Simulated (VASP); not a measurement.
**B2F: single point with PBE**

B2F:

```
CELL_PARAMETERS angstrom
2.20965 0.00000 0.00000
-1.10482 1.91361 0.00000
0.00000 0.00000 5.07047
ATOMIC_POSITIONS crystal
B 0.00000 0.00000 0.68911
B 0.00000 0.00000 0.31089
F 0.00000 0.00000 0.00000
```

```yaml
Program: VASP 6.6.1
Task: single point
Functional: PBE
Potentials_or_basis: VASP PAW PBE potentials, release 64 (B, F)
Cutoff: 520 eV
k_mesh: 6 × 6 × 4
Occupations: gaussian, width 0.1 eV
Spin: no spin polarisation
```

```
Pressure      : -0.4 GPa
Largest force : 0.037 eV/Å
```

Forces in eV/Å, atoms in the order of the input:
```
B    0.000  0.000 -0.037
B    0.000  0.000  0.037
F    0.000  0.000  0.000
```

Stress tensor (GPa, compression positive):
```
-0.62  0.00  0.00
 0.00 -0.62  0.00
 0.00  0.00  0.07
```

Levels at points of the mesh, in eV from the Fermi level:
```
           k point  band 3  band 4  band 5  band 6  band 7  band 8  band 9  band 10
(0.00, 0.00, 0.00)  -12.67   -3.89   -3.89   -3.22   -0.55   11.76   11.76    11.80
(0.50, 0.00, 0.00)  -10.53   -5.08   -4.36   -4.03   -3.10    4.67    5.01     7.68
(0.00, 0.00, 0.50)  -10.23   -7.22   -3.88   -3.88    4.24    8.51   11.34    11.34
(0.50, 0.00, 0.50)  -10.41   -5.83   -5.07   -3.70   -1.17    2.04    7.14     9.08
```

It took 5.3 s on 1 thread of Intel(R) Xeon(R) Platinum 8259CL CPU @ 2.50GHz (Skylake/Cascade Lake) (shared host), peak memory 0.12 GiB.

Caveat: the k points lie up to 0.55 Å⁻¹ apart; an odd number of electrons without spin polarisation forces a metal; a magnetic or distorted state may lie lower.
